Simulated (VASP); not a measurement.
Runs of VASP 6.6.1 on Re. The structure is that of space group P6_3/mmc (No. 194), or close to it. The cells are those of the table. 

| cell | gap on the mesh (eV) | pressure (GPa) |
| --- | --- | --- |
| a = 2.585, b = 2.585, c = 4.134 Å, angles 90.0, 90.0, 120.0°, 2 atoms | none | (a) |
| a = 2.612, b = 2.612, c = 4.176 Å, angles 90.0, 90.0, 120.0°, 2 atoms | none | 108.7 |
| a = 2.594, b = 2.594, c = 4.148 Å, angles 90.0, 90.0, 120.0°, 2 atoms | none | 125.3 |
| a = 2.550, b = 2.550, c = 4.077 Å, angles 90.0, 90.0, 120.0°, 2 atoms | none | 174.3 |

Alike in all rows: task electric field gradients; level PBE; potentials or basis VASP PAW PBE potentials, release 64 (Re); no spin polarisation; k mesh 14 × 14 × 8; cutoff (eV) 520; smearing fermi-dirac 0.05 eV.

Task: Fill in the values left out.

Result: (a) 134.3.

Caveats: spin-orbit coupling is left out, which moves the levels of the heavy elements.

A k mesh can miss the band edges, and the runs leave out spin-orbit coupling on Re.

A gap of «none» marks levels without a gap at the run's occupations.
